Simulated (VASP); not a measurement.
# In2O3 (R-3c) in VASP: further runs

The runs below take In2O3 through single point, with LDA.

Program: VASP 6.6.1. These are calculated values, not measurements. Logs are shortened: lines on timing, memory, paths and dates and some standing lists are left out, and cuts for length are marked.

## Step 1: The cell of the first run

It takes space group R-3c (No. 167, trigonal). The conventional cell has a = 5.680 Å, b = 5.680 Å, c = 14.372 Å, α = 90.00°, β = 90.00°, γ = 120.00°. In (site symmetry 3) has 6 O at 2.18 to 2.28 Å within 2.9 Å. O (site symmetry 2) has 4 In at 2.18 to 2.28 Å within 2.9 Å.

## Step 2: Single point, LDA (strain +0.040 along x and y, +0.000 along z)

INCAR

```
SYSTEM = In2O3
ALGO = Normal
EDIFF = 1E-7
ENCUT = 520
ISIF = 2
ISMEAR = 0
LASPH = .True.
LCHARG = .True.
LELF = .True.
LREAL = .False.
LVHAR = .True.
LWAVE = .False.
NBANDS = 55
NELM = 60
PREC = Accurate
SIGMA = 0.05
```

KPOINTS

```
k-points
0
Gamma
  6 6 6
  0 0 0
```

POSCAR

```
In2O3
1.0
    2.8401283398      1.6397488615      4.7907162542
   -2.8401283398      1.6397488615      4.7907162542
    0.0000000000     -3.2794977230      4.7907162542
In O
4 6
Direct
    0.3576778379      0.3576778379      0.3576778379
    0.1423221621      0.1423221621      0.1423221621
    0.6423221621      0.6423221621      0.6423221621
    0.8576778379      0.8576778379      0.8576778379
    0.5455327428      0.9544672572      0.2500000000
    0.2500000000      0.5455327428      0.9544672572
    0.9544672572      0.2500000000      0.5455327428
    0.4544672572      0.0455327428      0.7500000000
    0.7500000000      0.4544672572      0.0455327428
    0.0455327428      0.7500000000      0.4544672572
```

Potentials or basis: VASP PAW LDA potentials, release 64 (In_d, O).

Command:

```sh
cat potpaw_LDA.64/In_d/POTCAR potpaw_LDA.64/O/POTCAR > POTCAR
mpirun -np 1 vasp_std > vasp.out
```

OUTCAR:

```text
SYSTEM = In2O3
   EDIFF = 1E-7
   ENCUT = 520
   ISIF = 2
   ISMEAR = 0
   LASPH = .True.
   LREAL = .False.
   NELM = 60
   PREC = Accurate

 ion  position               nearest neighbor table
   1  0.358  0.358  0.358-   9 2.18   8 2.18  10 2.18   7 2.28   6 2.28   5 2.28   2 3.10   3 3.35
                             3 3.35   3 3.35   2 3.69   2 3.69   2 3.69
   2  0.142  0.142  0.142-  10 2.18   8 2.18   9 2.18   7 2.28   6 2.28   5 2.28   1 3.10   4 3.35
                             4 3.35   4 3.35   1 3.69   1 3.69   1 3.69
   3  0.642  0.642  0.642-   6 2.18   5 2.18   7 2.18   9 2.28  10 2.28   8 2.28   4 3.10   1 3.35
                             1 3.35   1 3.35   4 3.69   4 3.69   4 3.69
   4  0.858  0.858  0.858-   7 2.18   5 2.18   6 2.18   9 2.28  10 2.28   8 2.28   3 3.10   2 3.35
                             2 3.35   2 3.35   3 3.69   3 3.69   3 3.69
   5  0.546  0.954  0.250-   3 2.18   4 2.18   1 2.28   2 2.28
   6  0.250  0.546  0.954-   3 2.18   4 2.18   1 2.28   2 2.28
   7  0.954  0.250  0.546-   4 2.18   3 2.18   1 2.28   2 2.28
   8  0.454  0.046  0.750-   1 2.18   2 2.18   3 2.28   4 2.28
   9  0.750  0.454  0.046-   1 2.18   2 2.18   3 2.28   4 2.28
  10  0.046  0.750  0.454-   2 2.18   1 2.18   3 2.28   4 2.28

  LATTYP: Found a trigonal (rhomboedric) cell.
 ALAT       =     5.8056926842
 COS(alpha) =     0.5213722885

  Lattice vectors:

 A1 = (   2.8401283398,   1.6397488615,   4.7907162542)
 A2 = (  -2.8401283398,   1.6397488615,   4.7907162542)
 A3 = (   0.0000000000,  -3.2794977230,   4.7907162542)

Analysis of symmetry for initial positions (statically):
=====================================================================
 Subroutine PRICEL returns:
 Original cell was already a primitive cell.

 Routine SETGRP: Setting up the symmetry group for a
 trigonal (rhombohedral) supercell.

 Subroutine GETGRP returns: Found 12 space group operations
 (whereof  6 operations were pure point group operations)
 out of a pool of 12 trial point group operations.

The static configuration has the point symmetry S_6 .
 The point group associated with its full space group is D_3d.

Analysis of symmetry for dynamics (positions and initial velocities):
=====================================================================
 Subroutine PRICEL returns:
 Original cell was already a primitive cell.

 Routine SETGRP: Setting up the symmetry group for a
 trigonal (rhombohedral) supercell.

 Subroutine GETGRP returns: Found 12 space group operations
 (whereof  6 operations were pure point group operations)
 out of a pool of 12 trial point group operations.

The dynamic configuration has the point symmetry S_6 .
 The point group associated with its full space group is D_3d.

 Subroutine INISYM returns: Found 12 space group operations
 (whereof  6 operations are pure point group operations),
 and found     1 'primitive' translations

----------------------------------------------------------------------------------------

                                     Primitive cell

  volume of cell :     133.8650

  direct lattice vectors                    reciprocal lattice vectors
     2.840128340  1.639748861  4.790716254     0.176048382  0.101641581  0.069579018
    -2.840128340  1.639748861  4.790716254    -0.176048382  0.101641581  0.069579018
     0.000000000 -3.279497723  4.790716254     0.000000000 -0.203283162  0.069579018

  length of vectors
     5.805692684  5.805692684  5.805692684     0.214861080  0.214861080  0.214861080

  position of ions in fractional coordinates (direct lattice)
     0.357677838  0.357677838  0.357677838
     0.142322162  0.142322162  0.142322162
     0.642322162  0.642322162  0.642322162
     0.857677838  0.857677838  0.857677838
     0.545532743  0.954467257  0.250000000
     0.250000000  0.545532743  0.954467257
     0.954467257  0.250000000  0.545532743
     0.454467257  0.045532743  0.750000000
     0.750000000  0.454467257  0.045532743
     0.045532743  0.750000000  0.454467257

  ion indices of the primitive-cell ions
   primitive index   ion index
                 1           1
                 2           2
                 3           3
                 4           4
                 5           5
                 6           6
                 7           7
                 8           8
                 9           9
                10          10

----------------------------------------------------------------------------------------

 KPOINTS: k-points

Automatic generation of k-mesh.
 Grid dimensions read from file:
 generate k-points for:    6    6    6

 Generating k-lattice:

  Cartesian coordinates                     Fractional coordinates (reciprocal lattice)
     0.029341397  0.016940263  0.011596503     0.166666667 -0.000000000 -0.000000000
    -0.029341397  0.016940263  0.011596503    -0.000000000  0.166666667 -0.000000000
     0.000000000 -0.033880527  0.011596503    -0.000000000 -0.000000000  0.166666667

  Length of vectors
     0.035810180  0.035810180  0.035810180

  Shift w.r.t. Gamma in fractional coordinates (k-lattice)
     0.000000000  0.000000000  0.000000000

 Subroutine IBZKPT returns following result:
 ===========================================

 Found     32 irreducible k-points:

 Following reciprocal coordinates:
            Coordinates               Weight
  0.000000  0.000000  0.000000      1.000000
  0.166667  0.000000  0.000000      6.000000
  0.333333  0.000000  0.000000      6.000000
  0.500000  0.000000  0.000000      3.000000
  0.166667  0.166667  0.000000      6.000000
  0.333333  0.166667 -0.000000     12.000000
[... 16 lines left out ...]
  0.500000  0.500000  0.166667      6.000000
 -0.333333  0.500000  0.166667     12.000000
 [... further k-points ...]
   k-points           NKPTS =     32   k-points in BZ     NKDIM =     32   number of bands    NBANDS=     55
   number of dos      NEDOS =    301   number of ions     NIONS =     10
   total plane-waves  NPLWV = 110592
   dimension x,y,z NGX =    48 NGY =   48 NGZ =   48
   dimension x,y,z NGXF=    96 NGYF=   96 NGZF=   96
   ions per type =               4   6
   NGX,Y,Z   is equivalent  to a cutoff of  13.74, 13.74, 13.74 a.u.
   NGXF,Y,Z  is equivalent  to a cutoff of  27.49, 27.49, 27.49 a.u.
 SYSTEM =  In2O3
   PREC   = accura    normal or accurate (medium, high low for compatibility)
   ISTART =      0    job   : 0-new  1-cont  2-samecut
   ICHARG =      2    charge: 1-file 2-atom 10-const
   ISPIN  =      1    spin polarized calculation?
   LNONCOLLINEAR =      F non collinear calculations
   LSORBIT =      F    spin-orbit coupling
   LASPH  =      T    aspherical Exc in radial PAW
   ENCUT  =  520.0 eV  38.22 Ry    6.18 a.u.  10.79 10.79 10.79*2*pi/ulx,y,z
   NELM   =     60;   NELMIN=  2; NELMDL= -5     # of ELM steps
   EDIFF  = 0.1E-06   stopping-criterion for ELM
   LREAL  =      F    real-space projection
   EDIFFG = 0.1E-05   stopping-criterion for IOM
   NSW    =      0    number of steps for IOM
   IBRION =     -1    ionic relax: 0-MD 1-quasi-New 2-CG
   NFREE  =      0    steps in history (QN), initial steepest desc. (CG)
   ISIF   =      2    stress and relaxation
   ISYM   =      2    0-nonsym 1-usesym 2-fastsym
   POTIM  = 0.5000    time-step for ionic-motion
   TEBEG  =    0.0;   TEEND  =   0.0 temperature during run
   PSTRESS=    0.0 pullay stress
   NELECT =      88.0000    total number of electrons
   NUPDOWN=      -1.0000    fix difference up-down
   EMIN   =  10.00;   EMAX   =-10.00  energy-range for DOS
   EFERMI =   0.00;   METHOD = LEGACY
   ISMEAR =     0;   SIGMA  =   0.05  broadening in eV -4-tet -1-fermi 0-gaus
   EFERMI_NEDOS =   21; number of points for ismear=-14 and -15
   IALGO  =     38    algorithm
   IMIX   =      4    mixing-type and parameters
     AMIX     =   0.40;   BMIX     =  1.00
     AMIX_MAG =   1.60;   BMIX_MAG =  1.00
  volume/ion in A,a.u.               =      13.39        90.34
  Fermi-wavevector in a.u.,A,eV,Ry     =   1.423465  2.689958 27.568831  2.026252
  Thomas-Fermi vector in A             =   2.544059
   LORBIT       =      0    0 simple, 1 ext, 2 COOP (PROOUT), +10 PAW based schemes
   GGA     = CA    functional components
   LHFCALC =     F    Hartree Fock is set to
   AEXX    =    0.0000 exact exchange contribution
   IVDW    =     0    specifies the selected vdW correction
   LEPSILON=     F    determine dielectric tensor
   LRPA    =     F    only Hartree local field effects (RPA)
 non-spin polarized calculation
 Gauss-broadening in eV      SIGMA  =   0.05
  energy-cutoff  :      520.00
  volume of cell :      133.86
 maximum number of plane-waves:      3622
 NGX is ok and might be reduce to    48
   NGX = 21   NGY = 21   NGZ = 21

 number of electron      87.9999996 magnetization

 Free energy of the ion-electron system (eV)
  ---------------------------------------------------
  ext. energy  EPLUGINS =         0.00000000
  ---------------------------------------------------
  free energy    TOTEN  =       -63.19340798 eV

  energy without entropy =      -63.19340798  energy(sigma->0) =      -63.19340798

 E-fermi :   4.8837     XC(G=0): -11.4535

 val. band max:        4.6448308632   @ k =   0.3333   0.0000   0.0000
 cond. band min:       5.3489020140   @ k =   0.0000   0.0000   0.0000
 fundamental gap:      0.7040711508
 Fermi energy:         4.8836524832

 k-point     1 :       0.0000    0.0000    0.0000
  band No.  band energies     occupation
      1     -12.4134      2.00000
      2     -11.5795      2.00000
      3     -11.5795      2.00000
      4     -11.3915      2.00000
      5     -11.3915      2.00000
      6     -11.2212      2.00000
[... 47 lines left out ...]
     54      13.9205      0.00000
[... 1333 lines left out ...]
     54      14.5973      0.00000
     55      15.1215      0.00000

 [... further k-points ...]

------------------------ aborting loop because EDIFF is reached ----------------------------------------

  FORCE on cell =-STRESS in cart. coord.  units (eV):
  Direction    XX          YY          ZZ          XY          YZ          ZX
  --------------------------------------------------------------------------------------
  -------------------------------------------------------------------------------------
  Total      -12.4209694    -12.4209694     -5.7445729      0.0000000      0.0000000      0.0000000
  in kB     -148.6616916   -148.6616915    -68.7545306      0.0000000      0.0000000      0.0000000
  external PRESSURE =    -122.0259712 kB  Pullay stress =       0.0000000 kB

 VOLUME and BASIS-vectors are now :
 -----------------------------------------------------------------------------
  energy-cutoff  :      520.00
  volume of cell :      133.86
      direct lattice vectors                 reciprocal lattice vectors
     2.840128340  1.639748861  4.790716254     0.176048382  0.101641581  0.069579018
    -2.840128340  1.639748861  4.790716254    -0.176048382  0.101641581  0.069579018
     0.000000000 -3.279497723  4.790716254     0.000000000 -0.203283162  0.069579018

 POSITION                                       TOTAL-FORCE (eV/Angst)
 -----------------------------------------------------------------------------------
      0.00000      0.00000      5.14060        -0.000000     -0.000000      0.080590
      0.00000      0.00000      2.04548        -0.000000     -0.000000     -0.080590
      0.00000      0.00000      9.23155        -0.000000     -0.000000     -0.080590
      0.00000      0.00000     12.32667        -0.000000     -0.000000      0.080590
     -1.16143      1.63975      8.38375         0.042209     -0.000000      0.000000
     -0.83935     -1.82570      8.38375        -0.021104      0.036554      0.000000
      2.00078      0.18595      8.38375        -0.021104     -0.036554      0.000000
      1.16143     -1.63975      5.98840        -0.042209     -0.000000      0.000000
      0.83935      1.82570      5.98840         0.021104     -0.036554      0.000000
     -2.00078     -0.18595      5.98840         0.021104      0.036554      0.000000
 -----------------------------------------------------------------------------------
    total drift:                                0.000000      0.000000     -0.000000

  FREE ENERGIE OF THE ION-ELECTRON SYSTEM (eV)
  ---------------------------------------------------
  free  energy   TOTEN  =       -63.1934079766 eV

  energy  without entropy=      -63.1934079766  energy(sigma->0) =      -63.19340798
```

Wall time 4.2 min (1 thread of AMD EPYC 9R45 (Zen 5), shared host); peak memory 0.32 GiB.

What came out:

| Property | Result |
| --- | --- |
| Free energy | -63.1934 eV |
| Pressure | -12.2 GPa |
| Largest force | 0.081 eV/Å |
| Band gap on the k mesh | 0.70 eV, indirect (least direct gap 0.88 eV) |

Forces on the atoms (eV/Å):
```
In   0.000  0.000  0.081
In   0.000  0.000 -0.081
In   0.000  0.000 -0.081
In   0.000  0.000  0.081
O    0.042  0.000  0.000
O   -0.021  0.037  0.000
O   -0.021 -0.037  0.000
O   -0.042  0.000  0.000
O    0.021 -0.037  0.000
O    0.021  0.037  0.000
```

Stress tensor (GPa, compression positive):
```
-14.87   0.00   0.00
  0.00 -14.87   0.00
  0.00   0.00  -6.88
```

Caveat: the cell differs from its parent crystal (strain +0.040 along x and y, +0.000 along z); spin-orbit coupling is left out, which moves the levels of the heavy elements. A k mesh can miss the band edges.

## Step 3: Single point, LDA (strain +0.080 along x and y, -0.040 along z)

INCAR

```
SYSTEM = In2O3
PREC = Accurate
ENCUT = 520
EDIFF = 1E-7
ISMEAR = 0
SIGMA = 0.05
LREAL = .False.
LASPH = .True.
NELM = 60
ALGO = Normal
ISIF = 2
LWAVE = .False.
LCHARG = .False.
GGA = CA
NBANDS = 55
```

KPOINTS

```
regular mesh
0
Gamma
  6 6 6
  0 0 0
```

POSCAR: that of step 2 with these lines changed.

```diff
@@ -2,5 +2,5 @@
 1.0
-    2.8401283398      1.6397488615      4.7907162542
-   -2.8401283398      1.6397488615      4.7907162542
-    0.0000000000     -3.2794977230      4.7907162542
+    2.9493640452      1.7028161254      4.5990876040
+   -2.9493640452      1.7028161254      4.5990876040
+    0.0000000000     -3.4056322508      4.5990876040
 In O
```

Potentials or basis: VASP PAW LDA potentials, release 64 (In_d, O).

Command:

```sh
cat potpaw_LDA.64/In_d/POTCAR potpaw_LDA.64/O/POTCAR > POTCAR
mpirun -np 1 vasp_std > vasp.out
```

Wall time 3.9 min (1 thread of AMD EPYC 9R45 (Zen 5), shared host); peak memory 0.32 GiB.

Results (log left out):

| Quantity | Value |
| --- | --- |
| Free energy | -62.1404 eV |
| Pressure | -16.8 GPa |
| Largest force | 0.452 eV/Å |
| Band gap on the k mesh | 0.21 eV, indirect (least direct gap 0.39 eV) |

Forces on the atoms (eV/Å):
```
In   0.000  0.000  0.452
In   0.000  0.000 -0.452
In   0.000  0.000 -0.452
In   0.000  0.000  0.452
O    0.071  0.000  0.000
O   -0.036  0.062  0.000
O   -0.036 -0.062  0.000
O   -0.071  0.000  0.000
O    0.036 -0.062  0.000
O    0.036  0.062  0.000
```

Stress tensor (GPa, compression positive):
```
-23.41   0.00   0.00
  0.00 -23.41   0.00
  0.00   0.00  -3.63
```

Levels at points of the mesh, in eV from the valence-band top:
| k point | band 40 | band 41 | band 42 | band 43 | band 44 | band 45 | band 46 | band 47 | band 48 | band 49 |
| --- | --- | --- | --- | --- | --- | --- | --- | --- | --- | --- |
| (0.00, 0.00, 0.00) | -0.24 | -0.24 | -0.23 | -0.18 | -0.18 | 0.21 | 4.60 | 5.12 | 5.36 | 7.57 |
| (0.50, 0.00, 0.00) | -1.02 | -0.56 | -0.56 | -0.10 | -0.10 | 3.79 | 3.79 | 4.72 | 4.72 | 7.15 |
| (0.50, 0.50, 0.00) | -0.79 | -0.68 | -0.32 | -0.14 | -0.08 | 4.08 | 4.21 | 4.91 | 5.20 | 6.54 |
| (0.50, 0.50, 0.50) | -1.08 | -0.43 | -0.43 | -0.43 | -0.43 | 3.50 | 3.50 | 5.56 | 5.56 | 7.32 |

Caveat: the cell differs from its parent crystal (strain +0.080 along x and y, -0.040 along z); spin-orbit coupling is left out, which moves the levels of the heavy elements.
